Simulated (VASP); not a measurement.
Wanted: the native input for a VASP 6.6.1 run.

```
Task                   : single point
Functional             : LDA
Potentials or basis    : VASP PAW LDA potentials, release 64 (Sr_sv, Mg)
Cutoff                 : 520 eV
k mesh                 : 10 × 10 × 10
Occupations            : fermi-dirac, width 0.1 eV
Spin                   : no spin polarisation
Dipole correction      : no
Further INCAR settings : ALGO = Normal; EDIFF = 1e-06; NBANDS = 13
```

The structure of SrMg lies in POSCAR:

```
SrMg
1.0
    4.0620962327      0.0000000000      0.0000000000
    0.0000000000      4.0620962327      0.0000000000
    0.0000000000      0.0000000000      4.0620962327
Sr Mg
1 1
Direct
    0.5000000000      0.5000000000      0.5000000000
    0.0000000000      0.0000000000      0.0000000000
```

One way to write it, as run:

INCAR

```
SYSTEM = SrMg
PREC = Accurate ; ENCUT = 520
EDIFF = 1E-6 ; ISMEAR = -1
SIGMA = 0.1 ; LREAL = .FALSE.
LASPH = .TRUE. ; NELM = 60
ALGO = Normal ; ISIF = 2
LWAVE = .FALSE. ; LCHARG = .FALSE.
GGA = CA ; NBANDS = 13
```

KPOINTS

```
regular mesh
0
G
  10 10 10
  0 0 0
```

Potentials or basis: VASP PAW LDA potentials, release 64 (Sr_sv, Mg).

The run is started by

```console
$ cat potpaw_LDA.64/Sr_sv/POTCAR potpaw_LDA.64/Mg/POTCAR > POTCAR
$ mpirun -np 1 vasp_std > vasp.out
```

It gave:

```
Pressure               : -0.2 GPa
Band gap on the k mesh : zero (band 6 reaches 2.81 eV, above the bottom of band 7 at 1.43 eV)
```

Run time: 16 s on 1 thread of Intel(R) Xeon(R) 6975P-C (Granite Rapids), with other jobs on the host, peak memory 0.18 GiB.
